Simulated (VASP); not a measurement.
Wanted: the native input for a VASP 6.6.1 run.

```
Task                   : single point
Functional             : PBEsol
Potentials or basis    : VASP PAW PBE potentials, release 64 (Se)
Cutoff                 : 520 eV
k mesh                 : 6 × 6 × 5
Occupations            : fermi-dirac, width 0.05 eV
Spin                   : no spin polarisation
Dipole correction      : no
Further INCAR settings : ALGO = Normal; EDIFF = 1e-06; NBANDS = 16
```

The structure of Se lies in POSCAR:

```
Se
1.0
    4.3662000000      0.0000000000      0.0000000000
   -2.1831000000      3.7812401180      0.0000000000
    0.0000000000      0.0000000000      4.7554560000
Se
3
Direct
    0.7746000000      0.7746000000      0.0000000000
    0.0000000000      0.2254000000      0.6666666667
    0.2254000000      0.0000000000      0.3333333333
```

These files were run (other wordings do the same):

INCAR

```
  PREC = Accurate
  ENCUT = 520
  EDIFF = 1E-6
  ISMEAR = -1
  SIGMA = 0.05
  LREAL = False
  LASPH = True
  NELM = 60
  ALGO = Normal
  ISIF = 2
  LWAVE = False
  LCHARG = True
  GGA = PS
  LELF = True
  LVHAR = True
  NBANDS = 16
```

KPOINTS

```
regular mesh
0
Gamma
  6 6 5
```

Potentials or basis: VASP PAW PBE potentials, release 64 (Se).

Command:

```sh
$ cat potpaw_PBE.64/Se/POTCAR > POTCAR
$ mpirun -np 1 vasp_std > vasp.out
```

It gave:

```
Pressure               : 3.9 GPa
Largest force          : 0.883 eV/Å
Band gap on the k mesh : 1.14 eV, indirect (least direct gap 1.72 eV)
```

Caveat: the PAW data sets were made with another functional, which shifts forces and pressure a little.

Run time: 29 s on 1 thread of AMD EPYC 7R13 Processor (Zen 3), with other jobs on the host, peak memory 0.15 GiB.
